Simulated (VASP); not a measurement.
# CoO (Fm-3m) in VASP: further runs

CoO is run at these levels: PBE+U; tasks: single point, relaxation of volume and atoms at fixed shape.

Everything below comes from runs of VASP 6.6.1. Logs are shortened: lines on timing, memory, paths and dates and some standing lists are left out, and cuts for length are marked.

**1. The cell of the first run**

It takes space group Fm-3m (No. 225, cubic). The conventional cell has a = 4.311 Å, b = 4.311 Å, c = 4.311 Å, α = 90.00°, β = 90.00°, γ = 90.00°. Co (site symmetry m-3m) has 6 O at 2.16 Å within 2.9 Å. Within 2.9 Å of O (site symmetry m-3m) lie 6 Co at 2.16 Å.

**2. Single point, PBE+U, collinear spin, ferromagnetic start**

INCAR reads:

```
ALGO = Normal
EDIFF = 1E-6
ENCUT = 600
GGA = PE
GGA_COMPAT = False
ISIF = 2
ISMEAR = -1
ISPIN = 2
LASPH = True
LCHARG = False
LDAU = True
LDAUJ = 0 0
LDAUL = 2 -1
LDAUPRINT = 1
LDAUTYPE = 2
LDAUU = 2 0
LMAXMIX = 4
LORBIT = 11
LREAL = False
LWAVE = False
MAGMOM = 2.5 0
NBANDS = 18
NELM = 200
PREC = Accurate
SIGMA = 0.05
```

KPOINTS reads:

```
k-points
0
Gamma
  7 7 7
```

POSCAR reads:

```
CoO
1.0
    0.0000000000      2.1556072390      2.1556072390
    2.1556072390      0.0000000000      2.1556072390
    2.1556072390      2.1556072390      0.0000000000
Co O
1 1
Direct
    0.0000000000      0.0000000000      0.0000000000
    0.5000000000      0.5000000000      0.5000000000
```

Potentials or basis: VASP PAW PBE potentials, release 64 (Co, O).

Run with:

```bash
> cat potpaw_PBE.64/Co/POTCAR potpaw_PBE.64/O/POTCAR > POTCAR
> mpirun -np 1 vasp_std > vasp.out
```

OUTCAR:

```text
EDIFF = 1E-6
   ENCUT = 600
   GGA = PE
   ISIF = 2
   ISMEAR = -1
   ISPIN = 2
   LASPH = True
   LORBIT = 11
   LREAL = False
   NELM = 200
   PREC = Accurate

 ion  position               nearest neighbor table
   1  0.000  0.000  0.000-   2 2.16   2 2.16   2 2.16   2 2.16   2 2.16   2 2.16
   2  0.500  0.500  0.500-   1 2.16   1 2.16   1 2.16   1 2.16   1 2.16   1 2.16

  LATTYP: Found a face centered cubic cell.
 ALAT       =     4.3112144780

  Lattice vectors:

 A1 = (   0.0000000000,   2.1556072390,   2.1556072390)
 A2 = (   2.1556072390,   0.0000000000,   2.1556072390)
 A3 = (   2.1556072390,   2.1556072390,   0.0000000000)

Analysis of symmetry for initial positions (statically):
=====================================================================
 Subroutine PRICEL returns:
 Original cell was already a primitive cell.

 Routine SETGRP: Setting up the symmetry group for a
 face centered cubic supercell.

 Subroutine GETGRP returns: Found 48 space group operations
 (whereof 48 operations were pure point group operations)
 out of a pool of 48 trial point group operations.

The static configuration has the point symmetry O_h .

Analysis of symmetry for dynamics (positions and initial velocities):
=====================================================================
 Subroutine PRICEL returns:
 Original cell was already a primitive cell.

 Routine SETGRP: Setting up the symmetry group for a
 face centered cubic supercell.

 Subroutine GETGRP returns: Found 48 space group operations
 (whereof 48 operations were pure point group operations)
 out of a pool of 48 trial point group operations.

The dynamic configuration has the point symmetry O_h .

Analysis of structural, dynamic, and magnetic symmetry:
=====================================================================
 Subroutine PRICEL returns:
 Original cell was already a primitive cell.

 Routine SETGRP: Setting up the symmetry group for a
 face centered cubic supercell.

 Subroutine GETGRP returns: Found 48 space group operations
 (whereof 48 operations were pure point group operations)
 out of a pool of 48 trial point group operations.

The overall configuration has the point symmetry O_h .

 Subroutine INISYM returns: Found 48 space group operations
 (whereof 48 operations are pure point group operations),
 and found     1 'primitive' translations

----------------------------------------------------------------------------------------

                                     Primitive cell

  volume of cell :      20.0327

  direct lattice vectors                    reciprocal lattice vectors
     0.000000000  2.155607239  2.155607239    -0.231953201  0.231953201  0.231953201
     2.155607239  0.000000000  2.155607239     0.231953201 -0.231953201  0.231953201
     2.155607239  2.155607239  0.000000000     0.231953201  0.231953201 -0.231953201

  length of vectors
     3.048488993  3.048488993  3.048488993     0.401754730  0.401754730  0.401754730

  position of ions in fractional coordinates (direct lattice)
     0.000000000  0.000000000  0.000000000
     0.500000000  0.500000000  0.500000000

  ion indices of the primitive-cell ions
   primitive index   ion index
                 1           1
                 2           2

----------------------------------------------------------------------------------------

 KPOINTS: k-points

Automatic generation of k-mesh.
 Grid dimensions read from file:
 generate k-points for:    7    7    7

 Generating k-lattice:

  Cartesian coordinates                     Fractional coordinates (reciprocal lattice)
[... 67 lines left out ...]
   NUPDOWN=      -1.0000    fix difference up-down
   EMIN   =  10.00;   EMAX   =-10.00  energy-range for DOS
   EFERMI =   0.00;   METHOD = LEGACY
   ISMEAR =    -1;   SIGMA  =   0.05  broadening in eV -4-tet -1-fermi 0-gaus
   EFERMI_NEDOS =   21; number of points for ismear=-14 and -15
   IALGO  =     38    algorithm
   IMIX   =      4    mixing-type and parameters
     AMIX     =   0.40;   BMIX     =  1.00
     AMIX_MAG =   1.60;   BMIX_MAG =  1.00
  volume/ion in A,a.u.               =      10.02        67.59
  Fermi-wavevector in a.u.,A,eV,Ry     =   1.486594  2.809255 30.068342  2.209961
  Thomas-Fermi vector in A             =   2.599860
   LORBIT       =     11    0 simple, 1 ext, 2 COOP (PROOUT), +10 PAW based schemes
 LDA+U is selected, type is set to LDAUTYPE =  2
   angular momentum for each species LDAUL =     2   -1
   U (eV)           for each species LDAUU =   2.0  0.0
   J (eV)           for each species LDAUJ =   0.0  0.0
   GGA     = PE    functional components
   LHFCALC =     F    Hartree Fock is set to
   AEXX    =    0.0000 exact exchange contribution
   IVDW    =     0    specifies the selected vdW correction
   LEPSILON=     F    determine dielectric tensor
   LRPA    =     F    only Hartree local field effects (RPA)
 spin polarized calculation
  energy-cutoff  :      600.00
  volume of cell :       20.03
 maximum number of plane-waves:       676
   NGX = 13   NGY = 13   NGZ = 13

atom =   1  type =  1  l = 2

 onsite density matrix

spin component  1

  0.9631  0.0000 -0.0000 -0.0000 -0.0000
  0.0000  0.9631 -0.0000  0.0000 -0.0000
 -0.0000 -0.0000  1.0023 -0.0000  0.0000
 -0.0000  0.0000 -0.0000  0.9631  0.0000
 -0.0000 -0.0000  0.0000  0.0000  1.0023

spin component  2

  0.6475  0.0000  0.0000 -0.0000  0.0000
  0.0000  0.6475  0.0000  0.0000 -0.0000
  0.0000  0.0000  0.1488 -0.0000 -0.0000
 -0.0000  0.0000 -0.0000  0.6475 -0.0000
  0.0000 -0.0000 -0.0000 -0.0000  0.1488

 occupancies and eigenvectors

  o =  0.1488  v =  0.0000  0.0000  0.0000  0.0000  0.0000  0.0000 -0.0000 -0.9963 -0.0000 -0.0859      0.0000  0.0000  0.0000  0.0000  0.0000  0.0000  0.0000  0.0000  0.0000  0.0000
  o =  0.1488  v =  0.0000  0.0000  0.0000  0.0000  0.0000  0.0000  0.0000 -0.0859  0.0000  0.9963      0.0000  0.0000  0.0000  0.0000  0.0000  0.0000  0.0000  0.0000  0.0000  0.0000
  o =  0.6475  v =  0.0000  0.0000  0.0000  0.0000  0.0000  0.0000 -0.9924  0.0000  0.1232  0.0000      0.0000  0.0000  0.0000  0.0000  0.0000  0.0000  0.0000  0.0000  0.0000  0.0000
  o =  0.6475  v =  0.0000  0.0000  0.0000  0.0000  0.0000  1.0000  0.0000  0.0000  0.0000  0.0000      0.0000  0.0000  0.0000  0.0000  0.0000  0.0000  0.0000  0.0000  0.0000  0.0000
  o =  0.6475  v =  0.0000  0.0000  0.0000  0.0000  0.0000  0.0000 -0.1232  0.0000 -0.9924  0.0000      0.0000  0.0000  0.0000  0.0000  0.0000  0.0000  0.0000  0.0000  0.0000  0.0000
  o =  0.9631  v =  1.0000  0.0000  0.0000  0.0000  0.0000  0.0000  0.0000  0.0000  0.0000  0.0000      0.0000  0.0000  0.0000  0.0000  0.0000  0.0000  0.0000  0.0000  0.0000  0.0000
  o =  0.9631  v =  0.0000 -0.5528  0.0000 -0.8333  0.0000  0.0000  0.0000  0.0000  0.0000  0.0000      0.0000  0.0000  0.0000  0.0000  0.0000  0.0000  0.0000  0.0000  0.0000  0.0000
  o =  0.9631  v =  0.0000  0.8333  0.0000 -0.5528  0.0000  0.0000  0.0000  0.0000  0.0000  0.0000      0.0000  0.0000  0.0000  0.0000  0.0000  0.0000  0.0000  0.0000  0.0000  0.0000
  o =  1.0023  v =  0.0000  0.0000 -1.0000 -0.0000  0.0001  0.0000  0.0000  0.0000  0.0000  0.0000      0.0000  0.0000  0.0000  0.0000  0.0000  0.0000  0.0000  0.0000  0.0000  0.0000
  o =  1.0023  v =  0.0000 -0.0000  0.0001  0.0000  1.0000  0.0000  0.0000  0.0000  0.0000  0.0000      0.0000  0.0000  0.0000  0.0000  0.0000  0.0000  0.0000  0.0000  0.0000  0.0000

 number of electron      15.0000004 magnetization       2.9963950

 Free energy of the ion-electron system (eV)
  ---------------------------------------------------
  ext. energy  EPLUGINS =         0.00000000
  ---------------------------------------------------
  free energy    TOTEN  =       -11.95827103 eV

  energy without entropy =      -11.92292252  energy(sigma->0) =      -11.94059677

 E-fermi :   7.0808     XC(G=0): -12.1912

 val. band max:        7.0444536566   @ k =   0.4286   0.1429   0.0000
 cond. band min:       7.0838521358   @ k =  -0.2857   0.1429   0.0000
 fundamental gap:      0.0393984791
 Fermi energy:         7.0807978751

 spin component 1

 k-point     1 :       0.0000    0.0000    0.0000
  band No.  band energies     occupation
      1     -12.3495      1.00000
      2       3.0306      1.00000
      3       3.0306      1.00000
      4       3.4054      1.00000
      5       3.4055      1.00000
      6       3.4055      1.00000
[... 396 lines left out ...]
      4       1.5022      1.00000
      5       3.6616      1.00000
      6       4.1726      1.00000
[... 10 lines left out ...]
     17      36.3703      0.00000
     18      36.6373      0.00000
 Fermi energy:         7.0807978751

 spin component 2

 k-point     1 :       0.0000    0.0000    0.0000
  band No.  band energies     occupation
      1     -11.8825      1.00000
      2       5.0869      1.00000
      3       5.0869      1.00000
      4       5.0869      1.00000
      5       6.0423      1.00000
      6       6.0423      1.00000
[... 397 lines left out ...]
      5       6.5955      0.99994
      6       6.8874      0.97952
[... 10 lines left out ...]
     17      37.0219      0.00000
     18      37.8553      0.00000

------------------------ aborting loop because EDIFF is reached ----------------------------------------

  FORCE on cell =-STRESS in cart. coord.  units (eV):
  Direction    XX          YY          ZZ          XY          YZ          ZX
  --------------------------------------------------------------------------------------
  -------------------------------------------------------------------------------------
  Total       -0.9719942     -0.9719942     -0.9719942      0.0000000     -0.0000000      0.0000000
  in kB      -77.7383565    -77.7383565    -77.7383565      0.0000000     -0.0000000      0.0000000
  external PRESSURE =     -77.7383565 kB  Pullay stress =       0.0000000 kB

 VOLUME and BASIS-vectors are now :
 -----------------------------------------------------------------------------
  energy-cutoff  :      600.00
  volume of cell :       20.03
      direct lattice vectors                 reciprocal lattice vectors
     0.000000000  2.155607239  2.155607239    -0.231953201  0.231953201  0.231953201
     2.155607239  0.000000000  2.155607239     0.231953201 -0.231953201  0.231953201
     2.155607239  2.155607239  0.000000000     0.231953201  0.231953201 -0.231953201

 POSITION                                       TOTAL-FORCE (eV/Angst)
 -----------------------------------------------------------------------------------
      0.00000      0.00000      0.00000        -0.000000      0.000000     -0.000000
      2.15561      2.15561      2.15561         0.000000     -0.000000      0.000000
 -----------------------------------------------------------------------------------
    total drift:                                0.000000     -0.000000     -0.000000

  FREE ENERGIE OF THE ION-ELECTRON SYSTEM (eV)
  ---------------------------------------------------
  free  energy   TOTEN  =       -11.9582710299 eV

  energy  without entropy=      -11.9229225182  energy(sigma->0) =      -11.94059677

 total charge

# of ion       s       p       d       tot
------------------------------------------
    1        0.287   0.337   7.111   7.735
    2        1.550   3.424   0.000   4.974
--------------------------------------------------
tot          1.837   3.761   7.111  12.709

 magnetization (x)

# of ion       s       p       d       tot
------------------------------------------
    1        0.020   0.017   2.654   2.691
    2        0.025   0.251   0.000   0.276
--------------------------------------------------
tot          0.045   0.268   2.654   2.967
```

Run time: 9.3 s. Hardware: 1 thread of Intel Xeon 6975P-C (Granite Rapids), shared host; peak memory 0.15 GiB.

Results:

```yaml
Free_energy: -11.9583 eV
Pressure: -7.8 GPa
Band_gap_on_the_k_mesh: zero (filled and empty bands overlap)
Net_moment: 3.00 μB per cell
Site_moments: Co +2.69; O +0.28 μB
Valence_electrons_inside_the_program's_atomic_spheres: Co 7.74; O 4.97
```

Eigenvalues of the final occupation matrices:
```
    site  spin  trace               eigenvalues
site 1 d     1   4.89  0.96 0.96 0.96 1.00 1.00
site 1 d     2   2.24  0.15 0.15 0.65 0.65 0.65
```

Caveat: the k points lie up to 0.36 Å⁻¹ apart; a cell with one magnetic atom can't hold antiferromagnetic order, which such compounds often take. The state reached can hang on the start; a lower one may exist.

**3. Relaxation of volume and atoms at fixed shape, PBE+U, collinear spin, ferromagnetic start**

This run uses another cell than the first one, of 9.68 Å³/atom, 0.967 times its volume.

INCAR reads:

```
SYSTEM = CoO
PREC     = Accurate       ! precision mode
ENCUT    = 600            ! plane-wave cutoff, eV
EDIFF    = 1E-7           ! SCF threshold, eV
ISMEAR   = -1             ! smearing method
SIGMA    = 0.05           ! smearing width, eV
LREAL    = .False.        ! projectors in reciprocal space
LASPH    = .True.         ! aspherical terms in the spheres
NELM     = 200            ! most SCF steps
ALGO     = Normal         ! electronic algorithm
ISIF     = 8              ! what is computed and relaxed
LWAVE    = .False.        ! write WAVECAR
LCHARG   = .False.        ! write CHGCAR
ISPIN    = 2              ! spin polarisation
MAGMOM   = 2.5 0          ! initial moments
LORBIT   = 11             ! projections on sites
LMAXMIX  = 4              ! l up to which the mixer works
LDAU     = .True.         ! DFT+U
LDAUTYPE = 2            
LDAUL    = 2 -1           ! shell
LDAUU    = 2 0            ! U, eV
LDAUJ    = 0 0          
LDAUPRINT= 1            
GGA      = PE             ! functional
IBRION   = 2              ! ionic algorithm
NSW      = 80             ! ionic steps
EDIFFG   = -0.01          ! ionic threshold
GGA_COMPAT= .False.      
NELMIN   = 4
```

KPOINTS reads:

```
regular mesh
0
Gamma
  7 7 7
  0 0 0
```

POSCAR reads:

```
CoO
1.0
    0.0000000000      2.1315000000      2.1315000000
    2.1315000000      0.0000000000      2.1315000000
    2.1315000000      2.1315000000      0.0000000000
Co O
1 1
Direct
    0.0000000000      0.0000000000      0.0000000000
    0.5000000000      0.5000000000      0.5000000000
```

Potentials or basis: VASP PAW PBE potentials, release 64 (Co, O).

Run with:

```bash
> cat potpaw_PBE.64/Co/POTCAR potpaw_PBE.64/O/POTCAR > POTCAR
> mpirun -np 1 vasp_std > vasp.out
```

Wall time 17 s (1 thread of Intel Xeon 6975P-C (Granite Rapids), shared host); peak memory 0.16 GiB.

Results (log left out):

- Free energy: -11.9784 eV
- Relaxed volume: 9.57 Å³/atom
- Relaxed cell: a = 3.003 Å, b = 3.003 Å, c = 3.003 Å, α = 60.00°, β = 60.00°, γ = 60.00°
- Space group after relaxing (to 0.05 Å): Fm-3m (No. 225)
- Energy gained by relaxing: 0.7 meV/atom
- Ionic steps: 3
- Pressure after relaxing: 0.0 GPa
- Band gap on the k mesh: zero (filled and empty bands overlap)
- Net moment: 2.99 μB per cell
- Site moments: Co +2.68; O +0.28 μB
- Valence electrons inside the program's atomic spheres: Co 7.81; O 5.00

The path:
| step | energy change (eV) | largest force (eV/Å) | pressure (GPa) | volume (Å³) |
| --- | --- | --- | --- | --- |
| 1 | 0.0000 | 0.0000 | -2.04 | 19.37 |
| 2 | -0.0009 | 0.0000 | 1.22 | 19.03 |
| 3 | -0.0014 | 0.0000 | -0.02 | 19.15 |

Final structure:
```yaml
crystal:
  lattice:
    - [0.00000, 2.12346, 2.12346]
    - [2.12346, 0.00000, 2.12346]
    - [2.12346, 2.12346, 0.00000]
  atoms:
    - { symbol: Co, position: [0.00000, 0.00000, 0.00000] }
    - { symbol: O, position: [0.50000, 0.50000, 0.50000] }
```

Levels at points of the mesh, in eV from the Fermi level:
Spin up:
```csv
k point,band 7,band 8,band 9,band 10,band 11,band 12
"(0.00, 0.00, 0.00)",-2.70,-2.70,-2.70,1.41,17.25,17.99
```
Spin down:
```tsv
k point	band 3	band 4	band 5	band 6	band 7	band 8	band 9	band 10
(0.00, 0.00, 0.00)	-2.16	-2.16	-1.13	-1.13	-1.13	1.04	1.05	1.94
```

Eigenvalues of the final occupation matrices:
```
    site  spin  trace               eigenvalues
site 1 d     1   4.91  0.96 0.96 0.96 1.01 1.01
site 1 d     2   2.26  0.16 0.16 0.65 0.65 0.65
```

Caveat: the k points lie up to 0.37 Å⁻¹ apart in the final cell; a cell with one magnetic atom can't hold antiferromagnetic order, which such compounds often take.
